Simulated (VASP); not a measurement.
Here is a VASP 6.6.1 calculation.

The input POSCAR:

```
P
1.0
    2.4246941115      0.0000000000      0.0000000000
    0.0000000000      2.4385351442      0.0000000000
   -0.0203144631      0.0000000000      4.8524328982
P
2
Direct
    0.0000000300      0.0000000000      0.7494253600
    0.9999999700      0.0000000000      0.2505746400
```

File INCAR.step1:

```
ALGO = Normal ; EDIFF = 1E-5
ENCUT = 520 ; GGA = PE
ISIF = 2 ; ISMEAR = -1
LASPH = T ; LCHARG = F
LREAL = F ; LWAVE = T
NBANDS = 12 ; NELM = 100
PREC = Accurate ; SIGMA = 0.05
```

File INCAR.step2:

```
AEXX = 0.25 ; ALGO = Normal
EDIFF = 1E-7 ; ENCUT = 520
GGA = PE ; HFSCREEN = 0.6
ISIF = 2 ; ISMEAR = -1
ISTART = 1 ; LASPH = T
LCHARG = F ; LHFCALC = T
LREAL = F ; LWAVE = F
NBANDS = 12 ; NELM = 100
PREC = Accurate ; PRECFOCK = Normal
SIGMA = 0.05
```

The input KPOINTS:

```
k-points
0
Gamma
  6 6 3
```

Potentials or basis: VASP PAW PBE potentials, release 64 (P).

The run is started by

```sh
$ cat potpaw_PBE.64/P/POTCAR > POTCAR
$ cp INCAR.step1 INCAR
$ mpirun -np 1 vasp_std > vasp.out
$ cp INCAR.step2 INCAR
$ mpirun -np 1 vasp_std > vasp.out
```

Estimate the pressure.

-0.6 GPa.

Predict the band gap on the k mesh.

zero (bands 5 and 6 overlap by 9.32 eV).

What does it give for the largest force?

0.020 eV/Å.

Forces in eV/Å, atoms in the order of the input:
```
P    0.000  0.000  0.020
P    0.000  0.000 -0.020
```

Caveat: the k points lie up to 0.43 Å⁻¹ apart, too coarse for converged energies and pressures of a metal; the PAW data sets were made with another functional, which shifts forces and pressure a little.
